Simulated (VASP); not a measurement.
# HfC (I4/mmm) in VASP: further runs, part 2 of 2

VASP 6.6.1.

## 3. Single point, PBEsol (zz strain of +1 %)

INCAR reads:

```
PREC     = Accurate       # precision mode
ENCUT    = 520            # plane-wave cutoff, eV
EDIFF    = 1E-7           # SCF threshold, eV
ISMEAR   = -1             # smearing method
SIGMA    = 0.05           # smearing width, eV
LREAL    = F              # projectors in reciprocal space
LASPH    = T              # aspherical terms in the spheres
NELM     = 100            # most SCF steps
ALGO     = Normal         # electronic algorithm
ISIF     = 2              # what is computed and relaxed
LWAVE    = F              # write WAVECAR
LCHARG   = F              # write CHGCAR
GGA      = PS             # functional
NBANDS   = 14             # bands
```

KPOINTS reads:

```
Automatic mesh
0
Gamma
  15 15 15
```

POSCAR reads:

```
HfC
1.0
    0.0000000000      2.3250000000      2.3482500000
    2.3250000000      0.0000000000      2.3482500000
    2.3250000000      2.3250000000      0.0000000000
Hf C
1 1
Direct
    0.5000000000      0.5000000000      0.5000000000
    0.0000000000      0.0000000000      0.0000000000
```

Potentials or basis: VASP PAW PBE potentials, release 64 (Hf_pv, C).

Started as:

```
> cat potpaw_PBE.64/Hf_pv/POTCAR potpaw_PBE.64/C/POTCAR > POTCAR
> mpirun -np 1 vasp_std > vasp.out
```

OUTCAR:

```text
PREC = Accurate
   ENCUT = 520
   EDIFF = 1E-7
   ISMEAR = -1
   LREAL = F
   LASPH = T
   NELM = 100
   ISIF = 2
   GGA = PS

 ion  position               nearest neighbor table
   1  0.500  0.500  0.500-   2 2.33   2 2.33   2 2.33   2 2.33   2 2.35   2 2.35
   2  0.000  0.000  0.000-   1 2.33   1 2.33   1 2.33   1 2.33   1 2.35   1 2.35

  LATTYP: Found a body centered tetragonal cell.
 ALAT       =     3.2880465325
 C/A-ratio  =     1.4283556980

  Lattice vectors:

 A1 = (  -2.3250000000,   0.0000000000,   2.3482500000)
 A2 = (   2.3250000000,   0.0000000000,   2.3482500000)
 A3 = (   0.0000000000,   2.3250000000,  -2.3482500000)

Analysis of symmetry for initial positions (statically):
=====================================================================
 Subroutine PRICEL returns:
 Original cell was already a primitive cell.

 Routine SETGRP: Setting up the symmetry group for a
 body centered tetragonal supercell.

 Subroutine GETGRP returns: Found 16 space group operations
 (whereof 16 operations were pure point group operations)
 out of a pool of 16 trial point group operations.

The static configuration has the point symmetry D_4h.

Analysis of symmetry for dynamics (positions and initial velocities):
=====================================================================
 Subroutine PRICEL returns:
 Original cell was already a primitive cell.

 Routine SETGRP: Setting up the symmetry group for a
 body centered tetragonal supercell.

 Subroutine GETGRP returns: Found 16 space group operations
 (whereof 16 operations were pure point group operations)
 out of a pool of 16 trial point group operations.

The dynamic configuration has the point symmetry D_4h.

 Subroutine INISYM returns: Found 16 space group operations
 (whereof 16 operations are pure point group operations),
 and found     1 'primitive' translations

----------------------------------------------------------------------------------------

[... 121 lines left out ...]
   LEPSILON=     F    determine dielectric tensor
   LRPA    =     F    only Hartree local field effects (RPA)
 non-spin polarized calculation
  energy-cutoff  :      520.00
  volume of cell :       25.39
 maximum number of plane-waves:       696
 NGX is ok and might be reduce to    28
   NGX = 13   NGY = 13   NGZ = 13

 number of electron      14.0000000 magnetization

 Free energy of the ion-electron system (eV)
  ---------------------------------------------------
  ext. energy  EPLUGINS =         0.00000000
  ---------------------------------------------------
  free energy    TOTEN  =       -22.16579471 eV

  energy without entropy =      -22.16268341  energy(sigma->0) =      -22.16423906

 E-fermi :   5.6972     XC(G=0): -12.3715

 val. band max:        5.6918234208   @ k =  -0.0667  -0.0000   0.0667
 cond. band min:       5.7059746207   @ k =   0.4667   0.0000   0.4000
 fundamental gap:      0.0141511999
 Fermi energy:         5.6972181062

 k-point     1 :       0.0000    0.0000    0.0000
  band No.  band energies     occupation
      1     -23.8272      2.00000
      2     -23.8142      2.00000
      3     -23.8142      2.00000
      4      -6.5085      2.00000
      5       6.7192      0.00000
      6       6.7675      0.00000
      7       6.7675      0.00000
      8       7.0025      0.00000
      9       7.1074      0.00000
     10       7.1074      0.00000
     11       8.9885      0.00000
     12       9.1285      0.00000
     13      12.4532      0.00000
     14      16.6467      0.00000
[... 377 lines left out ...]
      1     -24.0093      2.00000
      2     -23.8686      2.00000
      3     -23.8650      2.00000
      4      -5.6349      2.00000
      5       3.2787      2.00000
      6       5.0607      1.99999
      7       5.3565      1.99781
      8       6.4537      0.00000
      9       9.1599      0.00000
     10       9.4374      0.00000
     11      10.2443      0.00000
     12      11.9777      0.00000
     13      14.8979      0.00000
     14      19.0504      0.00000

 [... further k-points ...]

------------------------ aborting loop because EDIFF is reached ----------------------------------------

  FORCE on cell =-STRESS in cart. coord.  units (eV):
  Direction    XX          YY          ZZ          XY          YZ          ZX
  --------------------------------------------------------------------------------------
  -------------------------------------------------------------------------------------
  Total       -1.2616950     -1.2616950     -1.8253328      0.0000000      0.0000000     -0.0000000
  in kB      -79.6241325    -79.6241325   -115.1946753      0.0000000      0.0000000     -0.0000000
  external PRESSURE =     -91.4809801 kB  Pullay stress =       0.0000000 kB

 VOLUME and BASIS-vectors are now :
 -----------------------------------------------------------------------------
  energy-cutoff  :      520.00
  volume of cell :       25.39
      direct lattice vectors                 reciprocal lattice vectors
     0.000000000  2.325000000  2.348250000    -0.215053763  0.215053763  0.212924518
     2.325000000  0.000000000  2.348250000     0.215053763 -0.215053763  0.212924518
     2.325000000  2.325000000  0.000000000     0.215053763  0.215053763 -0.212924518

 POSITION                                       TOTAL-FORCE (eV/Angst)
 -----------------------------------------------------------------------------------
      2.32500      2.32500      2.34825        -0.000000      0.000000      0.000000
      0.00000      0.00000      0.00000         0.000000     -0.000000      0.000000
 -----------------------------------------------------------------------------------
    total drift:                                0.000000      0.000000      0.000000

  FREE ENERGIE OF THE ION-ELECTRON SYSTEM (eV)
  ---------------------------------------------------
  free  energy   TOTEN  =       -22.1657947137 eV

  energy  without entropy=      -22.1626834067  energy(sigma->0) =      -22.16423906
```

OSZICAR:

```text
N       E                     dE             d eps       ncg     rms          rms(c)
DAV:   1     0.216627293284E+02    0.21663E+02   -0.76864E+03  8088   0.978E+02
DAV:   2    -0.235627627296E+02   -0.45225E+02   -0.42313E+02 10428   0.199E+02
DAV:   3    -0.250766410967E+02   -0.15139E+01   -0.15090E+01  9714   0.264E+01
DAV:   4    -0.250833645343E+02   -0.67234E-02   -0.67230E-02  9468   0.218E+00
DAV:   5    -0.250834063971E+02   -0.41863E-04   -0.41863E-04  9664   0.156E-01    0.569E+01
DAV:   6    -0.222563946762E+02    0.28270E+01   -0.10786E+01  9030   0.172E+01    0.404E+01
DAV:   7    -0.221867533198E+02    0.69641E-01   -0.53076E-01 10140   0.503E+00    0.239E+01
DAV:   8    -0.221722192817E+02    0.14534E-01   -0.76268E-02  9588   0.212E+00    0.575E+00
DAV:   9    -0.221661341816E+02    0.60851E-02   -0.21043E-02  9288   0.861E-01    0.213E+00
DAV:  10    -0.221658034013E+02    0.33078E-03   -0.14757E-03 10460   0.280E-01    0.889E-02
DAV:  11    -0.221657951518E+02    0.82495E-05   -0.85536E-05  9120   0.787E-02    0.310E-02
DAV:  12    -0.221657948674E+02    0.28443E-06   -0.30182E-06 10474   0.138E-02    0.104E-02
DAV:  13    -0.221657947382E+02    0.12922E-06   -0.20258E-07  6984   0.305E-03    0.281E-03
DAV:  14    -0.221657947137E+02    0.24457E-07   -0.50752E-08  5940   0.170E-03
   1 F= -.22165795E+02 E0= -.22164239E+02  d E =-.311131E-02
```

stdout:

```text
POSCAR found type information on POSCAR HfC
 POSCAR found :  2 types and       2 ions
 scaLAPACK will be used
 -----------------------------------------------------------------------------
|                                                                             |
|                                                                             |
|     You enforced a specific xc type in the INCAR file but a different       |
|     I HOPE YOU KNOW WHAT YOU ARE DOING!                                     |
|                                                                             |
 -----------------------------------------------------------------------------

 LDA part: xc-table for (Slater+PW92), standard interpolation
 POSCAR, INCAR and KPOINTS ok, starting setup
 FFT: planning ... GRIDC
 FFT: planning ... GRID_SOFT
 FFT: planning ... GRID
 WAVECAR not read
 entering main loop
```

Run time: 1.7 min. Hardware: 1 thread of Intel Xeon Platinum 8259CL at 2.50GHz (Skylake/Cascade Lake), shared host; peak memory 0.24 GiB.

What came out:

| Item | Value |
| --- | --- |
| Free energy | -22.1658 eV |
| Pressure | -9.1 GPa |
| Band gap on the k mesh | zero (bands 7 and 8 overlap by 1.47 eV) |

Stress tensor (GPa, compression positive):
```
 -7.96   0.00   0.00
  0.00  -7.96   0.00
  0.00   0.00 -11.52
```

Levels at points of the mesh, in eV from the Fermi level:
```tsv
k point	band 4	band 5	band 6	band 7	band 8	band 9	band 10	band 11
(0.00, 0.00, 0.00)	-12.21	1.02	1.07	1.07	1.31	1.41	1.41	3.29
```

Caveat: the cell differs from its parent crystal (zz strain of +1 %); the cell stands under tension; the PAW data sets were made with another functional, which shifts forces and pressure a little; spin-orbit coupling is left out, which moves the levels of the heavy elements.

## 4. Single point, PBEsol (zz strain of +3 %)

INCAR reads:

```
PREC = Accurate
ENCUT = 520
EDIFF = 1E-6
ISMEAR = -1
SIGMA = 0.05
LREAL = F
LASPH = T
NELM = 100
ALGO = Normal
ISIF = 2
LWAVE = F
LCHARG = T
GGA = PS
LELF = T
LVHAR = T
NBANDS = 14
```

KPOINTS is that of step 3.

POSCAR reads:

```
HfC
1.0
    0.0000000000      2.3250000000      2.3947500000
    2.3250000000      0.0000000000      2.3947500000
    2.3250000000      2.3250000000      0.0000000000
Hf C
1 1
Direct
    0.5000000000      0.5000000000      0.5000000000
    0.0000000000      0.0000000000      0.0000000000
```

Started as:

```
> cat potpaw_PBE.64/Hf_pv/POTCAR potpaw_PBE.64/C/POTCAR > POTCAR
> mpirun -np 1 vasp_std > vasp.out
```

Run time: 97 s. Hardware: 1 thread of Intel Xeon Platinum 8259CL at 2.50GHz (Skylake/Cascade Lake), shared host; peak memory 0.24 GiB.

Results (log left out):

```yaml
Free_energy: -22.1173 eV
Pressure: -12.9 GPa
Band_gap_on_the_k_mesh: zero (bands 7 and 8 overlap by 1.52 eV)
```

Stress tensor (GPa, compression positive):
```
 -9.75   0.00   0.00
  0.00  -9.75   0.00
  0.00   0.00 -19.21
```

Levels at points of the mesh, in eV from the Fermi level:
```
           k point  band 4  band 5  band 6  band 7  band 8  band 9  band 10  band 11
(0.00, 0.00, 0.00)  -12.11    0.95    1.09    1.09    1.17    1.47     1.47     3.04
```

Caveat: the cell differs from its parent crystal (zz strain of +3 %); the stress differs along the axes, from -19 to -10 GPa; the PAW data sets were made with another functional, which shifts forces and pressure a little; spin-orbit coupling is left out, which moves the levels of the heavy elements.

## 5. Summary

```csv
cell,gap on the mesh (eV),pressure (GPa)
"a = 3.255, b = 3.255, c = 3.288 Å, angles 59.7, 59.7, 60.7°, 2 atoms",none,-2.1
"a = 3.305, b = 3.305, c = 3.288 Å, angles 60.2, 60.2, 59.7°, 2 atoms",none,-9.1
"a = 3.338, b = 3.338, c = 3.288 Å, angles 60.5, 60.5, 59.0°, 2 atoms",none,-12.9
```

Alike in all rows: task single point; level PBEsol; potentials or basis VASP PAW PBE potentials, release 64 (Hf_pv, C); no spin polarisation; k mesh 15 × 15 × 15; cutoff (eV) 520; smearing fermi-dirac 0.05 eV.

Caveats: the PAW data sets were made with another functional, which shifts forces and pressure a little; spin-orbit coupling is left out, which moves the levels of the heavy elements; the stress differs along the axes, from -5 to 4 GPa (at least some runs); the cell stands under tension (at least some runs); the stress differs along the axes, from -19 to -10 GPa (at least some runs).

Total energies depend on the potentials used, so only differences within one code and one set of settings carry meaning.

The gap in the log of VASP goes by the Fermi energy; the results here count the filled bands.